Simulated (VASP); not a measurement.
Here is a VASP 6.6.1 calculation.

INCAR

```
SYSTEM = PtS2
PREC = Accurate
ENCUT = 520
EDIFF = 1E-7
ISMEAR = -1
SIGMA = 0.02
LREAL = .False.
LASPH = .True.
NELM = 60
ALGO = Normal
ISIF = 2
LWAVE = .False.
LCHARG = .False.
GGA = PE
NBANDS = 18
```

KPOINTS

```
Automatic mesh
0
Gamma
  12 12 6
  0 0 0
```

File POSCAR:

```
PtS2
1.0
    3.6929709228      0.0000000000      0.0000000000
   -1.8464854614      3.1982066345      0.0000000000
    0.0000000000      0.0000000000      5.3250581313
Pt S
1 2
Direct
    0.0000000000      0.0000000000      0.0000000000
    0.3333333333      0.6666666667      0.2182882925
    0.6666666667      0.3333333333      0.7817117075
```

Potentials or basis: VASP PAW PBE potentials, release 64 (Pt, S).

Launch:

```console
$ cat potpaw_PBE.64/Pt/POTCAR potpaw_PBE.64/S/POTCAR > POTCAR
$ mpirun -np 1 vasp_std > vasp.out
```

(1) What does it give for the pressure?

(2) Estimate the band gap on the k mesh.

(3) Predict the largest force.

Results:

(1) -3.8 GPa.

(2) 0.81 eV, indirect (least direct gap 1.01 eV).

(3) 0.041 eV/Å.

Caveat: the cell differs from its parent crystal (strain +4.0%); spin-orbit coupling is left out, which moves the levels of the heavy elements; this functional lacks dispersion, which binds the layers, so the pressure and a relaxed spacing across them are unreliable.
